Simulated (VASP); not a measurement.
# AlSi2Cl (P-6m2) in VASP: further runs

AlSi2Cl is run at these levels: PBE; tasks: single point, relaxation of cell and atoms.

All numbers are computed with VASP 6.6.1; they aren't measurements. Logs are shortened: lines on timing, memory, paths and dates and some standing lists are left out, and cuts for length are marked.

**1. The cell of the first run**

Symmetry: P-6m2, No. 187, hexagonal system. Conventional cell: a = 4.303 Å, b = 4.303 Å, c = 4.996 Å, α = 90.00°, β = 90.00°, γ = 120.00°. Al (site symmetry -6m2) has 6 Si at 2.76 Å and 6 Cl at 3.52 Å within 3.6 Å. Si (site symmetry 3m) has 2 Si at 2.41 to 2.59 Å and 3 Al at 2.76 Å and 3 Cl at 2.80 Å within 3.2 Å. Within 3.7 Å of Cl (site symmetry -6m2) lie 6 Si at 2.80 Å and 6 Al at 3.52 Å.

**2. Single point, PBE**

File INCAR:

```
PREC     = Accurate       # precision mode
ENCUT    = 520            # plane-wave cutoff, eV
EDIFF    = 1E-7           # SCF threshold, eV
ISMEAR   = 0              # smearing method
SIGMA    = 0.1            # smearing width, eV
LREAL    = False          # projectors in reciprocal space
LASPH    = True           # aspherical terms in the spheres
NELM     = 100            # most SCF steps
ALGO     = Normal         # electronic algorithm
ISIF     = 2              # what is computed and relaxed
LWAVE    = False          # write WAVECAR
LCHARG   = True           # write CHGCAR
GGA      = PE             # functional
LELF     = True           # ELF
LVHAR    = True         
NBANDS   = 17             # bands
```

File KPOINTS:

```
regular mesh
0
Gamma
  12 12 10
```

File POSCAR:

```
AlSi2Cl
1.0
    4.3027637658      0.0000000000      0.0000000000
   -2.1513818829      3.7263027277      0.0000000000
    0.0000000000      0.0000000000      4.9964857812
Al Si Cl
1 2 1
Direct
    0.6666666667      0.3333333333      0.5000000000
    0.0000000000      0.0000000000      0.7408941003
    0.0000000000      0.0000000000      0.2591058997
    0.3333333333      0.6666666667      0.0000000000
```

Potentials or basis: VASP PAW PBE potentials, release 64 (Al, Si, Cl).

Launch:

```
$ cat potpaw_PBE.64/Al/POTCAR potpaw_PBE.64/Si/POTCAR potpaw_PBE.64/Cl/POTCAR > POTCAR
$ mpirun -np 1 vasp_std > vasp.out
```

OUTCAR:

```text
PREC = Accurate
   ENCUT = 520
   EDIFF = 1E-7
   ISMEAR = 0
   LREAL = False
   LASPH = True
   NELM = 100
   ISIF = 2
   GGA = PE

 ion  position               nearest neighbor table
   1  0.667  0.333  0.500-   2 2.76   3 2.76   2 2.76   3 2.76   2 2.76   3 2.76
   2  0.000  0.000  0.741-   3 2.41   3 2.59   1 2.76   1 2.76   1 2.76   4 2.80   4 2.80   4 2.80

   3  0.000  0.000  0.259-   2 2.41   2 2.59   1 2.76   1 2.76   1 2.76   4 2.80   4 2.80   4 2.80

   4  0.333  0.667  0.000-   2 2.80   3 2.80   2 2.80   3 2.80   2 2.80   3 2.80

  LATTYP: Found a hexagonal cell.
 ALAT       =     4.3027637658
 C/A-ratio  =     1.1612270748

  Lattice vectors:

 A1 = (   4.3027637658,   0.0000000000,   0.0000000000)
 A2 = (  -2.1513818829,   3.7263027277,   0.0000000000)
 A3 = (   0.0000000000,   0.0000000000,   4.9964857812)

Analysis of symmetry for initial positions (statically):
=====================================================================
 Subroutine PRICEL returns:
 Original cell was already a primitive cell.

 Routine SETGRP: Setting up the symmetry group for a
 hexagonal supercell.

 Subroutine GETGRP returns: Found 12 space group operations
 (whereof 12 operations were pure point group operations)
 out of a pool of 24 trial point group operations.

The static configuration has the point symmetry D_3h.

Analysis of symmetry for dynamics (positions and initial velocities):
=====================================================================
 Subroutine PRICEL returns:
 Original cell was already a primitive cell.

 Routine SETGRP: Setting up the symmetry group for a
 hexagonal supercell.

 Subroutine GETGRP returns: Found 12 space group operations
 (whereof 12 operations were pure point group operations)
 out of a pool of 24 trial point group operations.

The dynamic configuration has the point symmetry D_3h.

 Subroutine INISYM returns: Found 12 space group operations
 (whereof 12 operations are pure point group operations),
 and found     1 'primitive' translations

----------------------------------------------------------------------------------------

                                     Primitive cell

  volume of cell :      80.1107

  direct lattice vectors                    reciprocal lattice vectors
     4.302763766  0.000000000  0.000000000     0.232408762  0.134181261  0.000000000
    -2.151381883  3.726302728  0.000000000     0.000000000  0.268362523  0.000000000
     0.000000000  0.000000000  4.996485781     0.000000000  0.000000000  0.200140668

  length of vectors
     4.302763766  4.302763766  4.996485781     0.268362523  0.268362523  0.200140668

  position of ions in fractional coordinates (direct lattice)
     0.666666667  0.333333333  0.500000000
     0.000000000  0.000000000  0.740894100
     0.000000000  0.000000000  0.259105900
     0.333333333  0.666666667  0.000000000

  ion indices of the primitive-cell ions
   primitive index   ion index
                 1           1
                 2           2
                 3           3
                 4           4

----------------------------------------------------------------------------------------

 KPOINTS: regular mesh

Automatic generation of k-mesh.
 Grid dimensions read from file:
 generate k-points for:   12   12   10

 Generating k-lattice:

  Cartesian coordinates                     Fractional coordinates (reciprocal lattice)
     0.019367397  0.011181772  0.000000000     0.083333333  0.000000000  0.000000000
     0.000000000  0.022363544  0.000000000     0.000000000  0.083333333  0.000000000
     0.000000000  0.000000000  0.020014067     0.000000000  0.000000000  0.100000000

  Length of vectors
     0.022363544  0.022363544  0.020014067

  Shift w.r.t. Gamma in fractional coordinates (k-lattice)
     0.000000000  0.000000000  0.000000000

 Subroutine IBZKPT returns following result:
 ===========================================

 Found    114 irreducible k-points:

 Following reciprocal coordinates:
            Coordinates               Weight
  0.000000  0.000000  0.000000      1.000000
  0.083333  0.000000  0.000000      6.000000
  0.166667 -0.000000  0.000000      6.000000
  0.250000  0.000000  0.000000      6.000000
  0.333333  0.000000  0.000000      6.000000
  0.416667  0.000000  0.000000      6.000000
[... 16 lines left out ...]
  0.250000  0.000000  0.100000     12.000000
  0.333333  0.000000  0.100000     12.000000
 [... further k-points ...]
   k-points           NKPTS =    114   k-points in BZ     NKDIM =    114   number of bands    NBANDS=     17
   number of dos      NEDOS =    301   number of ions     NIONS =      4
   total plane-waves  NPLWV =  40960
   dimension x,y,z NGX =    32 NGY =   32 NGZ =   40
   dimension x,y,z NGXF=    64 NGYF=   64 NGZF=   80
   ions per type =               1   2   1
   NGX,Y,Z   is equivalent  to a cutoff of  12.36, 12.36, 13.31 a.u.
   NGXF,Y,Z  is equivalent  to a cutoff of  24.73, 24.73, 26.62 a.u.
 SYSTEM =  unknown system
   PREC   = accura    normal or accurate (medium, high low for compatibility)
   ISTART =      0    job   : 0-new  1-cont  2-samecut
   ICHARG =      2    charge: 1-file 2-atom 10-const
   ISPIN  =      1    spin polarized calculation?
   LNONCOLLINEAR =      F non collinear calculations
   LSORBIT =      F    spin-orbit coupling
   LASPH  =      T    aspherical Exc in radial PAW
   ENCUT  =  520.0 eV  38.22 Ry    6.18 a.u.   8.00  8.00  9.29*2*pi/ulx,y,z
   NELM   =    100;   NELMIN=  2; NELMDL= -5     # of ELM steps
   EDIFF  = 0.1E-06   stopping-criterion for ELM
   LREAL  =      F    real-space projection
   EDIFFG = 0.1E-05   stopping-criterion for IOM
   NSW    =      0    number of steps for IOM
   IBRION =     -1    ionic relax: 0-MD 1-quasi-New 2-CG
   NFREE  =      0    steps in history (QN), initial steepest desc. (CG)
   ISIF   =      2    stress and relaxation
   ISYM   =      2    0-nonsym 1-usesym 2-fastsym
   POTIM  = 0.5000    time-step for ionic-motion
   TEBEG  =    0.0;   TEEND  =   0.0 temperature during run
   PSTRESS=    0.0 pullay stress
   NELECT =      18.0000    total number of electrons
   NUPDOWN=      -1.0000    fix difference up-down
   EMIN   =  10.00;   EMAX   =-10.00  energy-range for DOS
   EFERMI =   0.00;   METHOD = LEGACY
   ISMEAR =     0;   SIGMA  =   0.10  broadening in eV -4-tet -1-fermi 0-gaus
   EFERMI_NEDOS =   21; number of points for ismear=-14 and -15
   IALGO  =     38    algorithm
   IMIX   =      4    mixing-type and parameters
     AMIX     =   0.40;   BMIX     =  1.00
     AMIX_MAG =   1.60;   BMIX_MAG =  1.00
  volume/ion in A,a.u.               =      20.03       135.15
  Fermi-wavevector in a.u.,A,eV,Ry     =   0.995258  1.880764 13.477088  0.990538
  Thomas-Fermi vector in A             =   2.127265
   LORBIT       =      0    0 simple, 1 ext, 2 COOP (PROOUT), +10 PAW based schemes
   GGA     = PE    functional components
   LHFCALC =     F    Hartree Fock is set to
   AEXX    =    0.0000 exact exchange contribution
   IVDW    =     0    specifies the selected vdW correction
   LEPSILON=     F    determine dielectric tensor
   LRPA    =     F    only Hartree local field effects (RPA)
 non-spin polarized calculation
 Gauss-broadening in eV      SIGMA  =   0.10
  energy-cutoff  :      520.00
  volume of cell :       80.11
 maximum number of plane-waves:      2186
   NGX = 17   NGY = 17   NGZ = 19

 number of electron      18.0000001 magnetization

 Free energy of the ion-electron system (eV)
  ---------------------------------------------------
  ext. energy  EPLUGINS =         0.00000000
  ---------------------------------------------------
  free energy    TOTEN  =       -15.06669797 eV

  energy without entropy =      -15.06116672  energy(sigma->0) =      -15.06393234

 E-fermi :   5.7677     XC(G=0):  -9.5568

 val. band max:        5.7624133874   @ k =   0.2500   0.2500   0.4000
 cond. band min:       5.7685579500   @ k =   0.0000   0.0000   0.4000
 fundamental gap:      0.0061445626
 Fermi energy:         5.7677033814

 k-point     1 :       0.0000    0.0000    0.0000
  band No.  band energies     occupation
      1     -10.5991      2.00000
      2      -4.0749      2.00000
      3      -0.8120      2.00000
      4       1.1047      2.00000
      5       1.1047      2.00000
      6       1.8917      2.00000
[... 9 lines left out ...]
     16      11.1664      0.00000
     17      11.2445      0.00000

 k-point     2 :       0.0833    0.0000    0.0000
  band No.  band energies     occupation
      1     -10.5804      2.00000
      2      -4.0797      2.00000
      3      -0.7543      2.00000
      4       0.7920      2.00000
      5       1.0427      2.00000
      6       2.2283      2.00000
[... 9 lines left out ...]
     16      11.2913      0.00000
     17      11.3998      0.00000

 k-point     3 :       0.1667   -0.0000    0.0000
  band No.  band energies     occupation
      1     -10.5281      2.00000
      2      -4.0981      2.00000
      3      -0.5834      2.00000
      4       0.3574      2.00000
      5       0.8876      2.00000
      6       2.4695      2.00000
[... 9 lines left out ...]
     16      11.5571      0.00000
     17      11.9808      0.00000

 k-point     4 :       0.2500    0.0000    0.0000
  band No.  band energies     occupation
      1     -10.4541      2.00000
      2      -4.1368      2.00000
      3      -0.3072      2.00000
      4       0.0384      2.00000
      5       0.7014      2.00000
      6       1.9773      2.00000
[... 9 lines left out ...]
     16      12.0151      0.00000
     17      12.7424      0.00000
[... 343 lines left out ...]
      1     -10.5227      2.00000
      2      -4.1051      2.00000
      3      -0.7896      2.00000
      4       0.5929      2.00000
      5       0.9037      2.00000
      6       2.4236      2.00000
[... 9 lines left out ...]
     16      11.5857      0.00000
     17      11.8851      0.00000

 k-point    23 :       0.2500    0.0000    0.1000
  band No.  band energies     occupation
      1     -10.4497      2.00000
      2      -4.1198      2.00000
      3      -0.7465      2.00000
      4       0.4865      2.00000
      5       0.7210      2.00000
      6       1.8798      2.00000
[... 9 lines left out ...]
     16      11.9885      0.00000
     17      12.5396      0.00000

 k-point    24 :       0.3333    0.0000    0.1000
  band No.  band energies     occupation
      1     -10.3736      2.00000
      2      -4.1555      2.00000
      3      -0.6675      2.00000
      4       0.5591      2.00000
      5       0.5597      2.00000
      6       1.2573      2.00000
[... 9 lines left out ...]
     16      12.4249      0.00000
     17      13.3518      0.00000

 [... further k-points ...]

------------------------ aborting loop because EDIFF is reached ----------------------------------------

  FORCE on cell =-STRESS in cart. coord.  units (eV):
  Direction    XX          YY          ZZ          XY          YZ          ZX
  --------------------------------------------------------------------------------------
  -------------------------------------------------------------------------------------
  Total       -0.0200703     -0.0200703     -0.0255988      0.0000000      0.0000000      0.0000000
  in kB       -0.4013962     -0.4013962     -0.5119639      0.0000000      0.0000000      0.0000000
  external PRESSURE =      -0.4382521 kB  Pullay stress =       0.0000000 kB

 VOLUME and BASIS-vectors are now :
 -----------------------------------------------------------------------------
  energy-cutoff  :      520.00
  volume of cell :       80.11
      direct lattice vectors                 reciprocal lattice vectors
     4.302763766  0.000000000  0.000000000     0.232408762  0.134181261  0.000000000
    -2.151381883  3.726302728  0.000000000     0.000000000  0.268362523  0.000000000
     0.000000000  0.000000000  4.996485781     0.000000000  0.000000000  0.200140668

 POSITION                                       TOTAL-FORCE (eV/Angst)
 -----------------------------------------------------------------------------------
      2.15138      1.24210      2.49824        -0.000000     -0.000000      0.000000
      0.00000      0.00000      3.70187         0.000000      0.000000     -0.002683
      0.00000      0.00000      1.29462         0.000000      0.000000      0.002683
     -0.00000      2.48420      0.00000        -0.000000      0.000000      0.000000
 -----------------------------------------------------------------------------------
    total drift:                                0.000000     -0.000000     -0.000000

  FREE ENERGIE OF THE ION-ELECTRON SYSTEM (eV)
  ---------------------------------------------------
  free  energy   TOTEN  =       -15.0666979691 eV

  energy  without entropy=      -15.0611667202  energy(sigma->0) =      -15.06393234
```

It took 47 s on 1 thread of Intel Xeon 6975P-C (Granite Rapids), shared host; peak memory 0.28 GiB.

What came out:

| Property | Result |
| --- | --- |
| Free energy | -15.0667 eV |
| Pressure | 0.0 GPa |
| Band gap on the k mesh | zero (band 9 reaches 6.43 eV, above the bottom of band 10 at 4.93 eV) |

Forces in eV/Å, atoms in the order of the input:
```
Al   0.000  0.000  0.000
Si   0.000  0.000 -0.003
Si   0.000  0.000  0.003
Cl   0.000  0.000  0.000
```

**3. Relaxation of cell and atoms, PBE**

This run uses another cell than the first one, of 19.93 Å³/atom, 0.995 times its volume.

File INCAR:

```
SYSTEM = AlSi2Cl
PREC = Accurate ; ENCUT = 600
EDIFF = 1E-7 ; ISMEAR = 0
SIGMA = 0.1 ; LREAL = .False.
LASPH = .True. ; NELM = 100
ALGO = Normal ; ISIF = 3
LWAVE = .False. ; LCHARG = .False.
GGA = PE ; IBRION = 2
NSW = 100 ; EDIFFG = -0.01
```

File KPOINTS:

```
Automatic mesh
0
Gamma
  12 12 10
  0 0 0
```

File POSCAR:

```
AlSi2Cl
1.0
    4.2777520478      0.0000000000      0.0000000000
   -2.1388760239      3.7046419445      0.0000000000
    0.0000000000      0.0000000000      5.0316030723
Al Si Cl
1 2 1
Direct
    0.6666666667      0.3333333333      0.5000000000
    0.0000000000      0.0000000000      0.7398762791
    0.0000000000      0.0000000000      0.2601237209
    0.3333333333      0.6666666667      0.0000000000
```

Potentials or basis: VASP PAW PBE potentials, release 64 (Al, Si, Cl).

Launch:

```
$ cat potpaw_PBE.64/Al/POTCAR potpaw_PBE.64/Si/POTCAR potpaw_PBE.64/Cl/POTCAR > POTCAR
$ mpirun -np 1 vasp_std > vasp.out
```

Wall time 2.3 min (1 thread of Intel Xeon 6975P-C (Granite Rapids), shared host); peak memory 0.33 GiB.

It converged, with:

```
Free energy                            : -15.0669 eV
Relaxed volume                         : 20.02 Å³/atom
Relaxed cell                           : a = 4.302 Å, b = 4.302 Å, c = 4.996 Å, α = 90.00°, β = 90.00°, γ = 120.00°
Space group after relaxing (to 0.05 Å) : P-6m2 (No. 187)
Energy gained by relaxing              : 0.5 meV/atom
Ionic steps                            : 4
Pressure after relaxing                : 0.0 GPa
Largest force after relaxing           : 0.006 eV/Å
Band gap on the k mesh                 : zero (band 9 reaches 6.43 eV, above the bottom of band 10 at 4.94 eV)
```

Forces in eV/Å, atoms in the order of the input:
```
Al   0.000  0.000  0.000
Si   0.000  0.000  0.006
Si   0.000  0.000 -0.006
Cl   0.000  0.000  0.000
```

The path:
| step | energy change (eV) | largest force (eV/Å) | pressure (GPa) | volume (Å³) |
| --- | --- | --- | --- | --- |
| 1 | 0.0000 | 0.0238 | 0.16 | 79.74 |
| 2 | -0.0012 | 0.0271 | 0.03 | 79.97 |
| 3 | -0.0018 | 0.0294 | -0.13 | 80.28 |
| 4 | -0.0020 | 0.0063 | 0.00 | 80.08 |

Final structure:
```
Al Si Cl
1.0
     4.30220    0.00000    0.00000
    -2.15110    3.72581    0.00000
     0.00000    0.00000    4.99613
Al Si Cl
1 2 1
Cartesian
  2.1511 1.2419 2.4981
  0.0000 0.0000 3.7012
  0.0000 0.0000 1.2950
  0.0000 2.4839 4.9961
```

Levels at points of the mesh, in eV from the Fermi level:
```tsv
k point	band 6	band 7	band 8	band 9	band 10	band 11	band 12	band 13
(0.00, 0.00, 0.00)	-3.87	-1.39	-1.39	-1.30	-0.11	2.77	2.77	3.94
(0.50, 0.00, 0.00)	-4.92	-3.67	-1.32	-0.91	0.66	1.19	1.72	4.11
(0.00, 0.00, 0.50)	-3.76	-1.00	-1.00	0.36	0.85	0.96	0.96	2.66
(0.50, 0.00, 0.50)	-3.27	-3.22	-2.10	0.02	2.26	2.43	2.64	2.70
```

**4. Single point, PBE**

This run uses another cell than the first one, of 19.93 Å³/atom, 0.995 times its volume.

File INCAR:

```
ALGO = Normal
EDIFF = 1E-6
ENCUT = 520
GGA = PE
ISIF = 2
ISMEAR = 0
LASPH = T
LCHARG = F
LREAL = F
LWAVE = F
NBANDS = 17
NELM = 100
PREC = Accurate
SIGMA = 0.1
```

File KPOINTS:

```
k-points
0
Gamma
  6 6 4
```

POSCAR is that of step 3.

Launch:

```
$ cat potpaw_PBE.64/Al/POTCAR potpaw_PBE.64/Si/POTCAR potpaw_PBE.64/Cl/POTCAR > POTCAR
$ mpirun -np 1 vasp_std > vasp.out
```

It took 10 s on 1 thread of Intel Xeon 6975P-C (Granite Rapids), shared host; peak memory 0.19 GiB.

It converged, with:

```
Free energy            : -15.0805 eV
Pressure               : 0.2 GPa
Largest force          : 0.014 eV/Å
Band gap on the k mesh : zero (band 9 reaches 6.45 eV, above the bottom of band 10 at 4.92 eV)
```

Forces in eV/Å, atoms in the order of the input:
```
Al   0.000  0.000  0.000
Si   0.000  0.000  0.014
Si   0.000  0.000 -0.014
Cl   0.000  0.000  0.000
```

Stress tensor (GPa, compression positive):
```
0.22 0.00 0.00
0.00 0.22 0.00
0.00 0.00 0.09
```

Levels at points of the mesh, in eV from the Fermi level:
| k point | band 5 | band 6 | band 7 | band 8 | band 9 | band 10 | band 11 | band 12 | band 13 | band 14 |
| --- | --- | --- | --- | --- | --- | --- | --- | --- | --- | --- |
| (0.00, 0.00, 0.00) | -4.59 | -3.67 | -1.23 | -1.23 | -1.23 | 0.11 | 2.86 | 2.86 | 4.05 | 4.05 |
| (0.50, 0.00, 0.00) | -5.10 | -4.83 | -3.63 | -1.16 | -0.82 | 0.71 | 1.32 | 1.78 | 4.28 | 6.24 |
| (0.00, 0.00, 0.50) | -4.48 | -3.72 | -0.86 | -0.86 | 0.55 | 0.93 | 1.13 | 1.13 | 2.79 | 2.79 |
| (0.50, 0.00, 0.50) | -5.02 | -3.20 | -3.09 | -1.99 | 0.08 | 2.29 | 2.47 | 2.74 | 2.84 | 5.78 |

(Part 1 of 2 ends here.)
